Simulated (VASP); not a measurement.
# GaN (P6_3mc) in VASP: single point with PBE

Aim: the single point of GaN with PBE.

Program: VASP 6.6.1. These are calculated values, not measurements. Logs are shortened: lines on timing, memory, paths and dates and some standing lists are left out, and cuts for length are marked.

## Step 1: The cell of the first run

Symmetry: P6_3mc, No. 186, hexagonal system. Conventional cell: a = 3.190 Å, b = 3.190 Å, c = 5.186 Å, α = 90.00°, β = 90.00°, γ = 120.00°. Within 2.6 Å of Ga (site symmetry 3m) lie 4 N at 1.95 to 1.96 Å. N (site symmetry 3m) has 4 Ga at 1.95 to 1.96 Å within 2.6 Å.

## Step 2: Single point, PBE

INCAR reads:

```
ALGO = Normal
EDIFF = 1E-6
ENCUT = 600
GGA = PE
GGA_COMPAT = F
ISIF = 2
ISMEAR = 0
LASPH = T
LCHARG = F
LREAL = F
LWAVE = F
NBANDS = 26
NELM = 120
PREC = Accurate
SIGMA = 0.01
```

KPOINTS reads:

```
k-points
0
Gamma
  6 6 4
```

POSCAR reads:

```
GaN
1.0
    3.1900000000      0.0000000000      0.0000000000
   -1.5950000000      2.7626210381      0.0000000000
    0.0000000000      0.0000000000      5.1860000000
Ga N
2 2
Direct
    0.3333333333      0.6666666667      0.0000000000
    0.6666666667      0.3333333333      0.5000000000
    0.3333333333      0.6666666667      0.3789000000
    0.6666666667      0.3333333333      0.8789000000
```

Potentials or basis: VASP PAW PBE potentials, release 64 (Ga_d, N).

Launch:

```bash
$ cat potpaw_PBE.64/Ga_d/POTCAR potpaw_PBE.64/N/POTCAR > POTCAR
$ mpirun -np 1 vasp_std > vasp.out
```

OUTCAR:

```text
EDIFF = 1E-6
   ENCUT = 600
   GGA = PE
   ISIF = 2
   ISMEAR = 0
   LASPH = T
   LREAL = F
   NELM = 120
   PREC = Accurate

 ion  position               nearest neighbor table
   1  0.333  0.667  0.000-   4 1.95   4 1.95   4 1.95   3 1.96
   2  0.667  0.333  0.500-   3 1.95   3 1.95   3 1.95   4 1.96
   3  0.333  0.667  0.379-   2 1.95   2 1.95   2 1.95   1 1.96
   4  0.667  0.333  0.879-   1 1.95   1 1.95   1 1.95   2 1.96

  LATTYP: Found a hexagonal cell.
 ALAT       =     3.1900000000
 C/A-ratio  =     1.6257053292

  Lattice vectors:

 A1 = (   3.1900000000,   0.0000000000,   0.0000000000)
 A2 = (  -1.5950000000,   2.7626210381,   0.0000000000)
 A3 = (   0.0000000000,   0.0000000000,   5.1860000000)

Analysis of symmetry for initial positions (statically):
=====================================================================
 Subroutine PRICEL returns:
 Original cell was already a primitive cell.

 Routine SETGRP: Setting up the symmetry group for a
 hexagonal supercell.

 Subroutine GETGRP returns: Found 12 space group operations
 (whereof  6 operations were pure point group operations)
 out of a pool of 24 trial point group operations.

The static configuration has the point symmetry C_3v.
 The point group associated with its full space group is C_6v.

Analysis of symmetry for dynamics (positions and initial velocities):
=====================================================================
 Subroutine PRICEL returns:
 Original cell was already a primitive cell.

 Routine SETGRP: Setting up the symmetry group for a
 hexagonal supercell.

 Subroutine GETGRP returns: Found 12 space group operations
 (whereof  6 operations were pure point group operations)
 out of a pool of 24 trial point group operations.

The dynamic configuration has the point symmetry C_3v.
 The point group associated with its full space group is C_6v.

 Subroutine INISYM returns: Found 12 space group operations
 (whereof  6 operations are pure point group operations),
 and found     1 'primitive' translations

----------------------------------------------------------------------------------------

                                     Primitive cell

  volume of cell :      45.7030

  direct lattice vectors                    reciprocal lattice vectors
     3.190000000  0.000000000  0.000000000     0.313479624  0.180987545  0.000000000
    -1.595000000  2.762621038  0.000000000     0.000000000  0.361975090  0.000000000
     0.000000000  0.000000000  5.186000000     0.000000000  0.000000000  0.192826841

  length of vectors
     3.190000000  3.190000000  5.186000000     0.361975090  0.361975090  0.192826841

  position of ions in fractional coordinates (direct lattice)
     0.333333333  0.666666667  0.000000000
     0.666666667  0.333333333  0.500000000
     0.333333333  0.666666667  0.378900000
     0.666666667  0.333333333  0.878900000

  ion indices of the primitive-cell ions
   primitive index   ion index
                 1           1
                 2           2
                 3           3
                 4           4

----------------------------------------------------------------------------------------

 KPOINTS: k-points

Automatic generation of k-mesh.
 Grid dimensions read from file:
 generate k-points for:    6    6    4

 Generating k-lattice:

  Cartesian coordinates                     Fractional coordinates (reciprocal lattice)
     0.052246604  0.030164591  0.000000000     0.166666667  0.000000000  0.000000000
     0.000000000  0.060329182  0.000000000     0.000000000  0.166666667  0.000000000
     0.000000000  0.000000000  0.048206710     0.000000000  0.000000000  0.250000000

  Length of vectors
     0.060329182  0.060329182  0.048206710

  Shift w.r.t. Gamma in fractional coordinates (k-lattice)
     0.000000000  0.000000000  0.000000000

 Subroutine IBZKPT returns following result:
 ===========================================

 Found     21 irreducible k-points:

 Following reciprocal coordinates:
            Coordinates               Weight
  0.000000  0.000000  0.000000      1.000000
  0.166667 -0.000000  0.000000      6.000000
  0.333333  0.000000  0.000000      6.000000
  0.500000 -0.000000  0.000000      3.000000
  0.166667  0.166667  0.000000      6.000000
  0.333333  0.166667  0.000000     12.000000
[... 13 lines left out ...]
  0.333333  0.166667  0.500000     12.000000
  0.333333  0.333333  0.500000      2.000000
   k-points           NKPTS =     21   k-points in BZ     NKDIM =     21   number of bands    NBANDS=     26
   number of dos      NEDOS =    301   number of ions     NIONS =      4
   total plane-waves  NPLWV =  32928
   dimension x,y,z NGX =    28 NGY =   28 NGZ =   42
   dimension x,y,z NGXF=    56 NGYF=   56 NGZF=   84
   ions per type =               2   2
   NGX,Y,Z   is equivalent  to a cutoff of  14.59, 14.59, 13.46 a.u.
   NGXF,Y,Z  is equivalent  to a cutoff of  29.18, 29.18, 26.93 a.u.
 SYSTEM =  unknown system
   PREC   = accura    normal or accurate (medium, high low for compatibility)
   ISTART =      0    job   : 0-new  1-cont  2-samecut
   ICHARG =      2    charge: 1-file 2-atom 10-const
   ISPIN  =      1    spin polarized calculation?
   LNONCOLLINEAR =      F non collinear calculations
   LSORBIT =      F    spin-orbit coupling
   LASPH  =      T    aspherical Exc in radial PAW
   ENCUT  =  600.0 eV  44.10 Ry    6.64 a.u.   6.37  6.37 10.36*2*pi/ulx,y,z
   NELM   =    120;   NELMIN=  2; NELMDL= -5     # of ELM steps
   EDIFF  = 0.1E-05   stopping-criterion for ELM
   LREAL  =      F    real-space projection
   EDIFFG = 0.1E-04   stopping-criterion for IOM
   NSW    =      0    number of steps for IOM
   IBRION =     -1    ionic relax: 0-MD 1-quasi-New 2-CG
   NFREE  =      0    steps in history (QN), initial steepest desc. (CG)
   ISIF   =      2    stress and relaxation
   ISYM   =      2    0-nonsym 1-usesym 2-fastsym
   POTIM  = 0.5000    time-step for ionic-motion
   TEBEG  =    0.0;   TEEND  =   0.0 temperature during run
   PSTRESS=    0.0 pullay stress
   NELECT =      36.0000    total number of electrons
   NUPDOWN=      -1.0000    fix difference up-down
   EMIN   =  10.00;   EMAX   =-10.00  energy-range for DOS
   EFERMI =   0.00;   METHOD = LEGACY
   ISMEAR =     0;   SIGMA  =   0.01  broadening in eV -4-tet -1-fermi 0-gaus
   EFERMI_NEDOS =   21; number of points for ismear=-14 and -15
   IALGO  =     38    algorithm
   IMIX   =      4    mixing-type and parameters
     AMIX     =   0.40;   BMIX     =  1.00
     AMIX_MAG =   1.60;   BMIX_MAG =  1.00
  volume/ion in A,a.u.               =      11.43        77.10
  Fermi-wavevector in a.u.,A,eV,Ry     =   1.511915  2.857106 31.101397  2.285888
  Thomas-Fermi vector in A             =   2.621909
   LORBIT       =      0    0 simple, 1 ext, 2 COOP (PROOUT), +10 PAW based schemes
   GGA     = PE    functional components
   LHFCALC =     F    Hartree Fock is set to
   AEXX    =    0.0000 exact exchange contribution
   IVDW    =     0    specifies the selected vdW correction
   LEPSILON=     F    determine dielectric tensor
   LRPA    =     F    only Hartree local field effects (RPA)
 non-spin polarized calculation
 Gauss-broadening in eV      SIGMA  =   0.01
  energy-cutoff  :      600.00
  volume of cell :       45.70
 maximum number of plane-waves:      1550
 NGX is ok and might be reduce to    28
   NGX = 13   NGY = 13   NGZ = 21

 number of electron      35.9999996 magnetization

 Free energy of the ion-electron system (eV)
  ---------------------------------------------------
  ext. energy  EPLUGINS =         0.00000000
  ---------------------------------------------------
  free energy    TOTEN  =       -24.30248072 eV

  energy without entropy =      -24.30248072  energy(sigma->0) =      -24.30248072

 E-fermi :   5.3498     XC(G=0): -11.6666

 val. band max:        5.3064512897   @ k =   0.0000   0.0000   0.0000
 cond. band min:       7.2310854862   @ k =   0.0000   0.0000   0.0000
 fundamental gap:      1.9246341965
 Fermi energy:         5.3497882413

 k-point     1 :       0.0000    0.0000    0.0000
  band No.  band energies     occupation
      1     -10.6611      2.00000
      2      -9.7462      2.00000
      3      -8.1182      2.00000
      4      -8.1092      2.00000
      5      -8.1092      2.00000
      6      -8.0486      2.00000
[... 18 lines left out ...]
     25      16.9956      0.00000
     26      16.9956      0.00000

 k-point     2 :       0.1667   -0.0000    0.0000
  band No.  band energies     occupation
      1     -10.4058      2.00000
      2      -9.6830      2.00000
      3      -8.0919      2.00000
      4      -8.0740      2.00000
      5      -8.0262      2.00000
      6      -7.9999      2.00000
[... 18 lines left out ...]
     25      16.6677      0.00000
     26      17.5256      0.00000

 k-point     3 :       0.3333    0.0000    0.0000
  band No.  band energies     occupation
      1      -9.9354      2.00000
      2      -9.5974      2.00000
      3      -8.0545      2.00000
      4      -8.0362      2.00000
      5      -7.9506      2.00000
      6      -7.8967      2.00000
[... 18 lines left out ...]
     25      16.8901      0.00000
     26      18.5001      0.00000

 k-point     4 :       0.5000   -0.0000    0.0000
  band No.  band energies     occupation
      1      -9.7508      2.00000
      2      -9.5744      2.00000
      3      -8.0580      2.00000
      4      -8.0335      2.00000
      5      -7.9342      2.00000
      6      -7.8947      2.00000
[... 18 lines left out ...]
     25      17.7359      0.00000
     26      18.5943      0.00000
[... 409 lines left out ...]
      1      -9.7438      2.00000
      2      -9.7438      2.00000
      3      -8.0218      2.00000
      4      -8.0218      2.00000
      5      -7.9972      2.00000
      6      -7.9972      2.00000
[... 18 lines left out ...]
     25      17.0792      0.00000
     26      17.0792      0.00000

 k-point    20 :       0.3333    0.1667    0.5000
  band No.  band energies     occupation
      1      -9.6055      2.00000
      2      -9.6055      2.00000
      3      -8.0239      2.00000
      4      -8.0239      2.00000
      5      -7.9566      2.00000
      6      -7.9566      2.00000
[... 18 lines left out ...]
     25      17.7430      0.00000
     26      17.7430      0.00000

 k-point    21 :       0.3333    0.3333    0.5000
  band No.  band energies     occupation
      1      -9.5677      2.00000
      2      -9.5677      2.00000
      3      -7.9878      2.00000
      4      -7.9878      2.00000
      5      -7.9718      2.00000
      6      -7.9718      2.00000
[... 18 lines left out ...]
     25      19.3209      0.00000
     26      19.3265      0.00000

------------------------ aborting loop because EDIFF is reached ----------------------------------------

  FORCE on cell =-STRESS in cart. coord.  units (eV):
  Direction    XX          YY          ZZ          XY          YZ          ZX
  --------------------------------------------------------------------------------------
  -------------------------------------------------------------------------------------
  Total        1.5219277      1.5219277      1.3898314      0.0000000      0.0000000      0.0000000
  in kB       53.3531538     53.3531538     48.7223473      0.0000000      0.0000000      0.0000000
  external PRESSURE =      51.8095516 kB  Pullay stress =       0.0000000 kB

 VOLUME and BASIS-vectors are now :
 -----------------------------------------------------------------------------
  energy-cutoff  :      600.00
  volume of cell :       45.70
      direct lattice vectors                 reciprocal lattice vectors
     3.190000000  0.000000000  0.000000000     0.313479624  0.180987545  0.000000000
    -1.595000000  2.762621038  0.000000000     0.000000000  0.361975090  0.000000000
     0.000000000  0.000000000  5.186000000     0.000000000  0.000000000  0.192826841

 POSITION                                       TOTAL-FORCE (eV/Angst)
 -----------------------------------------------------------------------------------
     -0.00000      1.84175      0.00000         0.000000     -0.000000      0.111477
      1.59500      0.92087      2.59300        -0.000000      0.000000      0.111477
     -0.00000      1.84175      1.96498         0.000000     -0.000000     -0.111477
      1.59500      0.92087      4.55798        -0.000000      0.000000     -0.111477
 -----------------------------------------------------------------------------------
    total drift:                               -0.000000     -0.000000     -0.000493

  FREE ENERGIE OF THE ION-ELECTRON SYSTEM (eV)
  ---------------------------------------------------
  free  energy   TOTEN  =       -24.3024807209 eV

  energy  without entropy=      -24.3024807209  energy(sigma->0) =      -24.30248072
```

It took 59 s on 1 thread of Intel Xeon 8259CL, shared host; peak memory 0.19 GiB.

Results:

```
Free energy            : -24.3025 eV
Pressure               : 5.2 GPa
Largest force          : 0.111 eV/Å
Band gap on the k mesh : 1.92 eV, direct
```

Forces on the atoms (eV/Å):
```
Ga   0.000  0.000  0.111
Ga   0.000  0.000  0.111
N    0.000  0.000 -0.111
N    0.000  0.000 -0.111
```

Stress tensor (GPa, compression positive):
```
5.34 0.00 0.00
0.00 5.34 0.00
0.00 0.00 4.87
```
